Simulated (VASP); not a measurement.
# Ti5Si (P4mm) in VASP: single point with PBE

Aim: the single point of Ti5Si with PBE.

All numbers are computed with VASP 6.6.1; they aren't measurements. Logs are shortened: lines on timing, memory, paths and dates and some standing lists are left out, and cuts for length are marked.

## Step 1: The cell of the first run

It takes space group P4mm (No. 99, tetragonal). The conventional cell has a = 5.260 Å, b = 5.260 Å, c = 3.384 Å, α = 90.00°, β = 90.00°, γ = 90.00°. Within 2.8 Å of Ti (site symmetry m) lie 4 Ti at 2.09 to 2.43 Å and 1 Si at 2.25 Å. Within 2.8 Å of Ti (site symmetry 4mm) lie 8 Ti at 2.09 to 2.43 Å. Si (site symmetry 4mm) has 4 Ti at 2.25 Å within 3.0 Å.

The cell was built from a structure type or drawn by symmetry, and may not be a known phase.

## Step 2: Single point, PBE

Contents of INCAR:

```
SYSTEM = Ti5Si
  PREC = Accurate
  ENCUT = 520
  EDIFF = 1E-7
  ISMEAR = 0
  SIGMA = 0.1
  LREAL = .FALSE.
  LASPH = .TRUE.
  NELM = 100
  ALGO = Normal
  ISIF = 2
  LWAVE = .FALSE.
  LCHARG = .FALSE.
  GGA = PE
  NBANDS = 41
```

Contents of KPOINTS:

```
Automatic mesh
0
G
  4 4 6
  0 0 0
```

Contents of POSCAR:

```
Ti5Si
1.0
    5.2595384800      0.0000000000      0.0000000000
    0.0000000000      5.2595384800      0.0000000000
    0.0000000000      0.0000000000      3.3844838500
Ti Si
5 1
Direct
    0.7006325000      0.7006325000      0.0317773000
    0.2993675000      0.2993675000      0.0317773000
    0.2993675000      0.7006325000      0.0317773000
    0.7006325000      0.2993675000      0.0317773000
    0.5000000000      0.5000000000      0.4635110500
    0.0000000000      0.0000000000      0.1188300800
```

Potentials or basis: VASP PAW PBE potentials, release 64 (Ti_sv, Si).

Run with:

```sh
$ cat potpaw_PBE.64/Ti_sv/POTCAR potpaw_PBE.64/Si/POTCAR > POTCAR
$ mpirun -np 1 vasp_std > vasp.out
```

OUTCAR:

```text
SYSTEM = Ti5Si
   PREC = Accurate
   ENCUT = 520
   EDIFF = 1E-7
   ISMEAR = 0
   LREAL = .FALSE.
   LASPH = .TRUE.
   NELM = 100
   ISIF = 2
   GGA = PE

 ion  position               nearest neighbor table
   1  0.701  0.701  0.032-   5 2.09   4 2.11   3 2.11   6 2.25   5 2.43
   2  0.299  0.299  0.032-   5 2.09   4 2.11   3 2.11   6 2.25   5 2.43
   3  0.299  0.701  0.032-   5 2.09   2 2.11   1 2.11   6 2.25   5 2.43
   4  0.701  0.299  0.032-   5 2.09   2 2.11   1 2.11   6 2.25   5 2.43
   5  0.500  0.500  0.464-   1 2.09   2 2.09   3 2.09   4 2.09   1 2.43   2 2.43   3 2.43   4 2.43

   6  0.000  0.000  0.119-   1 2.25   2 2.25   3 2.25   4 2.25

  LATTYP: Found a simple tetragonal cell.
 ALAT       =     5.2595384800
 C/A-ratio  =     0.6434944554

  Lattice vectors:

 A1 = (   5.2595384800,   0.0000000000,   0.0000000000)
 A2 = (   0.0000000000,   5.2595384800,   0.0000000000)
 A3 = (   0.0000000000,   0.0000000000,   3.3844838500)

Analysis of symmetry for initial positions (statically):
=====================================================================
 Subroutine PRICEL returns:
 Original cell was already a primitive cell.

 Routine SETGRP: Setting up the symmetry group for a
 simple tetragonal supercell.

 Subroutine GETGRP returns: Found  8 space group operations
 (whereof  8 operations were pure point group operations)
 out of a pool of 16 trial point group operations.

The static configuration has the point symmetry C_4v.

Analysis of symmetry for dynamics (positions and initial velocities):
=====================================================================
 Subroutine PRICEL returns:
 Original cell was already a primitive cell.

 Routine SETGRP: Setting up the symmetry group for a
 simple tetragonal supercell.

 Subroutine GETGRP returns: Found  8 space group operations
 (whereof  8 operations were pure point group operations)
 out of a pool of 16 trial point group operations.

The dynamic configuration has the point symmetry C_4v.

 Subroutine INISYM returns: Found  8 space group operations
 (whereof  8 operations are pure point group operations),
 and found     1 'primitive' translations

----------------------------------------------------------------------------------------

                                     Primitive cell

  volume of cell :      93.6241

  direct lattice vectors                    reciprocal lattice vectors
     5.259538480  0.000000000  0.000000000     0.190130751  0.000000000  0.000000000
     0.000000000  5.259538480  0.000000000     0.000000000  0.190130751  0.000000000
     0.000000000  0.000000000  3.384483850     0.000000000  0.000000000  0.295466028

  length of vectors
     5.259538480  5.259538480  3.384483850     0.190130751  0.190130751  0.295466028

  position of ions in fractional coordinates (direct lattice)
     0.700632500  0.700632500  0.031777300
     0.299367500  0.299367500  0.031777300
     0.299367500  0.700632500  0.031777300
     0.700632500  0.299367500  0.031777300
     0.500000000  0.500000000  0.463511050
     0.000000000  0.000000000  0.118830080

  ion indices of the primitive-cell ions
   primitive index   ion index
                 1           1
                 2           2
                 3           3
                 4           4
                 5           5
                 6           6

----------------------------------------------------------------------------------------

 KPOINTS: Automatic mesh

Automatic generation of k-mesh.
 Grid dimensions read from file:
 generate k-points for:    4    4    6

 Generating k-lattice:

  Cartesian coordinates                     Fractional coordinates (reciprocal lattice)
     0.047532688  0.000000000  0.000000000     0.250000000  0.000000000  0.000000000
     0.000000000  0.047532688  0.000000000     0.000000000  0.250000000  0.000000000
     0.000000000  0.000000000  0.049244338     0.000000000  0.000000000  0.166666667

  Length of vectors
     0.047532688  0.047532688  0.049244338

  Shift w.r.t. Gamma in fractional coordinates (k-lattice)
     0.000000000  0.000000000  0.000000000

 Subroutine IBZKPT returns following result:
 ===========================================

 Found     24 irreducible k-points:

 Following reciprocal coordinates:
            Coordinates               Weight
  0.000000  0.000000  0.000000      1.000000
  0.250000  0.000000  0.000000      4.000000
  0.500000  0.000000  0.000000      2.000000
  0.250000  0.250000  0.000000      4.000000
  0.500000  0.250000  0.000000      4.000000
  0.500000  0.500000  0.000000      1.000000
[... 16 lines left out ...]
  0.500000  0.250000  0.500000      4.000000
  0.500000  0.500000  0.500000      1.000000
   k-points           NKPTS =     24   k-points in BZ     NKDIM =     24   number of bands    NBANDS=     41
   number of dos      NEDOS =    301   number of ions     NIONS =      6
   total plane-waves  NPLWV =  44800
   dimension x,y,z NGX =    40 NGY =   40 NGZ =   28
   dimension x,y,z NGXF=    80 NGYF=   80 NGZF=   56
   ions per type =               5   1
   NGX,Y,Z   is equivalent  to a cutoff of  12.64, 12.64, 13.75 a.u.
   NGXF,Y,Z  is equivalent  to a cutoff of  25.29, 25.29, 27.51 a.u.
 SYSTEM =  Ti5Si
   PREC   = accura    normal or accurate (medium, high low for compatibility)
   ISTART =      0    job   : 0-new  1-cont  2-samecut
   ICHARG =      2    charge: 1-file 2-atom 10-const
   ISPIN  =      1    spin polarized calculation?
   LNONCOLLINEAR =      F non collinear calculations
   LSORBIT =      F    spin-orbit coupling
   LASPH  =      T    aspherical Exc in radial PAW
   ENCUT  =  520.0 eV  38.22 Ry    6.18 a.u.   9.78  9.78  6.29*2*pi/ulx,y,z
   NELM   =    100;   NELMIN=  2; NELMDL= -5     # of ELM steps
   EDIFF  = 0.1E-06   stopping-criterion for ELM
   LREAL  =      F    real-space projection
   EDIFFG = 0.1E-05   stopping-criterion for IOM
   NSW    =      0    number of steps for IOM
   IBRION =     -1    ionic relax: 0-MD 1-quasi-New 2-CG
   NFREE  =      0    steps in history (QN), initial steepest desc. (CG)
   ISIF   =      2    stress and relaxation
   ISYM   =      2    0-nonsym 1-usesym 2-fastsym
   POTIM  = 0.5000    time-step for ionic-motion
   TEBEG  =    0.0;   TEEND  =   0.0 temperature during run
   PSTRESS=    0.0 pullay stress
   NELECT =      64.0000    total number of electrons
   NUPDOWN=      -1.0000    fix difference up-down
   EMIN   =  10.00;   EMAX   =-10.00  energy-range for DOS
   EFERMI =   0.00;   METHOD = LEGACY
   ISMEAR =     0;   SIGMA  =   0.10  broadening in eV -4-tet -1-fermi 0-gaus
   EFERMI_NEDOS =   21; number of points for ismear=-14 and -15
   IALGO  =     38    algorithm
   IMIX   =      4    mixing-type and parameters
     AMIX     =   0.40;   BMIX     =  1.00
     AMIX_MAG =   1.60;   BMIX_MAG =  1.00
  volume/ion in A,a.u.               =      15.60       105.30
  Fermi-wavevector in a.u.,A,eV,Ry     =   1.442134  2.725238 28.296719  2.079750
  Thomas-Fermi vector in A             =   2.560688
   LORBIT       =      0    0 simple, 1 ext, 2 COOP (PROOUT), +10 PAW based schemes
   GGA     = PE    functional components
   LHFCALC =     F    Hartree Fock is set to
   AEXX    =    0.0000 exact exchange contribution
   IVDW    =     0    specifies the selected vdW correction
   LEPSILON=     F    determine dielectric tensor
   LRPA    =     F    only Hartree local field effects (RPA)
 non-spin polarized calculation
 Gauss-broadening in eV      SIGMA  =   0.10
  energy-cutoff  :      520.00
  volume of cell :       93.62
 maximum number of plane-waves:      2548
 NGX is ok and might be reduce to    40
   NGX = 19   NGY = 19   NGZ = 13

 number of electron      63.9999984 magnetization

 Free energy of the ion-electron system (eV)
  ---------------------------------------------------
  ext. energy  EPLUGINS =         0.00000000
  ---------------------------------------------------
  free energy    TOTEN  =       -28.70819946 eV

  energy without entropy =      -28.66027938  energy(sigma->0) =      -28.68423942

 E-fermi :   8.7444     XC(G=0): -11.3300

 val. band max:        8.7334277388   @ k =   0.2500   0.2500   0.3333
 cond. band min:       8.7469891699   @ k =   0.5000   0.5000   0.1667
 fundamental gap:      0.0135614310
 Fermi energy:         8.7443743281

 k-point     1 :       0.0000    0.0000    0.0000
  band No.  band energies     occupation
      1     -48.2851      2.00000
      2     -47.3257      2.00000
      3     -47.3257      2.00000
      4     -46.7521      2.00000
      5     -46.3700      2.00000
      6     -25.7874      2.00000
[... 33 lines left out ...]
     40      12.3610      0.00000
     41      12.8767      0.00000

 k-point     2 :       0.2500    0.0000    0.0000
  band No.  band energies     occupation
      1     -48.2820      2.00000
      2     -47.3305      2.00000
      3     -47.3222      2.00000
      4     -46.7561      2.00000
      5     -46.3688      2.00000
      6     -25.7702      2.00000
[... 33 lines left out ...]
     40      11.9058      0.00000
     41      12.1045      0.00000

 k-point     3 :       0.5000    0.0000    0.0000
  band No.  band energies     occupation
      1     -48.2789      2.00000
      2     -47.3353      2.00000
      3     -47.3187      2.00000
      4     -46.7601      2.00000
      5     -46.3677      2.00000
      6     -25.7533      2.00000
[... 33 lines left out ...]
     40      11.2881      0.00000
     41      11.6791      0.00000

 k-point     4 :       0.2500    0.2500    0.0000
  band No.  band energies     occupation
      1     -48.2790      2.00000
      2     -47.3270      2.00000
      3     -47.3267      2.00000
      4     -46.7603      2.00000
      5     -46.3677      2.00000
      6     -25.7540      2.00000
[... 825 lines left out ...]
     40      10.6245      0.00000
     41      11.1033      0.00000

 k-point    23 :       0.5000    0.2500    0.5000
  band No.  band energies     occupation
      1     -48.0804      2.00000
      2     -47.3200      2.00000
      3     -47.3117      2.00000
      4     -46.7581      2.00000
      5     -46.5941      2.00000
      6     -26.1837      2.00000
[... 33 lines left out ...]
     40      10.1946      0.00000
     41      10.9098      0.00000

 k-point    24 :       0.5000    0.5000    0.5000
  band No.  band energies     occupation
      1     -48.0771      2.00000
      2     -47.3162      2.00000
      3     -47.3162      2.00000
      4     -46.7624      2.00000
      5     -46.5936      2.00000
      6     -26.1662      2.00000
[... 33 lines left out ...]
     40      10.2250      0.00000
     41      10.2250      0.00000

------------------------ aborting loop because EDIFF is reached ----------------------------------------

  FORCE on cell =-STRESS in cart. coord.  units (eV):
  Direction    XX          YY          ZZ          XY          YZ          ZX
  --------------------------------------------------------------------------------------
  -------------------------------------------------------------------------------------
  Total       37.7383208     37.7383208     24.1144440      0.0000000      0.0000000      0.0000000
  in kB      645.8109942    645.8109942    412.6673562      0.0000000      0.0000000      0.0000000
  external PRESSURE =     568.0964482 kB  Pullay stress =       0.0000000 kB

 VOLUME and BASIS-vectors are now :
 -----------------------------------------------------------------------------
  energy-cutoff  :      520.00
  volume of cell :       93.62
      direct lattice vectors                 reciprocal lattice vectors
     5.259538480  0.000000000  0.000000000     0.190130751  0.000000000  0.000000000
     0.000000000  5.259538480  0.000000000     0.000000000  0.190130751  0.000000000
     0.000000000  0.000000000  3.384483850     0.000000000  0.000000000  0.295466028

 POSITION                                       TOTAL-FORCE (eV/Angst)
 -----------------------------------------------------------------------------------
      3.68500      3.68500      0.10755         4.661516      4.661516     -1.784860
      1.57453      1.57453      0.10755        -4.661516     -4.661516     -1.784860
      1.57453      3.68500      0.10755        -4.661516      4.661516     -1.784860
      3.68500      1.57453      0.10755         4.661516     -4.661516     -1.784860
      2.62977      2.62977      1.56875         0.000000      0.000000      5.177295
      0.00000      0.00000      0.40218         0.000000      0.000000      1.962144
 -----------------------------------------------------------------------------------
    total drift:                               -0.000000     -0.000000      0.002001

  FREE ENERGIE OF THE ION-ELECTRON SYSTEM (eV)
  ---------------------------------------------------
  free  energy   TOTEN  =       -28.7081994601 eV

  energy  without entropy=      -28.6602793760  energy(sigma->0) =      -28.68423942
```

It took 88 s on 1 thread of AMD EPYC 9R45 (Zen 5), shared host; peak memory 0.2 GiB.

What came out:

| Item | Value |
| --- | --- |
| Free energy | -28.7082 eV |
| Pressure | 56.8 GPa |
| Largest force | 6.830 eV/Å |
| Band gap on the k mesh | zero (bands 32 and 33 overlap by 0.41 eV) |

Forces in eV/Å, atoms in the order of the input:
```
Ti   4.662  4.662 -1.785
Ti  -4.662 -4.662 -1.785
Ti  -4.662  4.662 -1.785
Ti   4.662 -4.662 -1.785
Ti   0.000  0.000  5.177
Si   0.000  0.000  1.962
```

Caveat: atoms lie so close that the PAW spheres overlap strongly, which falsifies energies and pressures; the cell stands under pressure; forces of over 1 eV/Å act on the atoms, so gaps and moduli don't describe the material at rest.
